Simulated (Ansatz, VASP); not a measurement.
## Two plane-wave programs on Sc

The input INCAR:

```
  ALGO = Normal
  EDIFF = 1E-6
  EDIFFG = -0.005
  ENCUT = 600
  GGA = CA
  IBRION = 2
  ISIF = 3
  ISMEAR = -1
  LASPH = True
  LCHARG = False
  LREAL = False
  LWAVE = False
  NELM = 80
  NSW = 60
  PREC = Accurate
  SIGMA = 0.05
```

Contents of KPOINTS:

```
k-points
0
Gamma
  15 15 15
```

File POSCAR:

```
Sc
1.0
    2.9001965780      0.0000000000      0.0000000000
    0.0000000000      2.9001965780      0.0000000000
    0.0000000000      0.0000000000      2.9001965780
Sc
1
Direct
    0.0000000000      0.0000000000      0.0000000000
```

Input for Ansatz:

```yaml
crystal:
  lattice:
    - [2.900196578, 0.0, 0.0]
    - [0.0, 2.900196578, 0.0]
    - [0.0, 0.0, 2.900196578]
  atoms:
    - { symbol: Sc, position: [0.0, 0.0, 0.0] }
kpoints:
  mp_grid: { grid: [15, 15, 15] }
scf:
  occupations: { method: fermi_dirac, width: 0.05 }
hamiltonian:
  xc: lda
  pseudopotentials: { kind: paw }
output:
  forces: true
  stress: true
relax:
  f_tol: 0.005
  max_steps: 40
  cell: {}
```

Alike in both runs: task relaxation of cell and atoms; functional LDA; k mesh 15 × 15 × 15; occupations fermi-dirac, width 0.05 eV; no spin polarisation.

|  | VASP | Ansatz |
| --- | --- | --- |
| version | VASP 6.6.1 | Ansatz 0.2.0 |
| potentials or method | VASP PAW LDA potentials, release 64 (Sc_sv) | PAW with Ansatz's default frozen-core files, scalar-relativistic |
| plane-wave cutoff (eV) | 600 | 420 |
| valence electrons in the cell | 11 | 11 |

|  | VASP | Ansatz | Ansatz less VASP |
| --- | --- | --- | --- |
| relaxed volume (Å³/atom) | 23.10 | 23.04 | -0.064 |
| relaxed cell length with the largest relative difference (Å) | 2.848 | 2.845 | -0.0026 |

LDA's correlation is that of Perdew and Zunger in VASP and of Perdew and Wang (1992) in Ansatz.
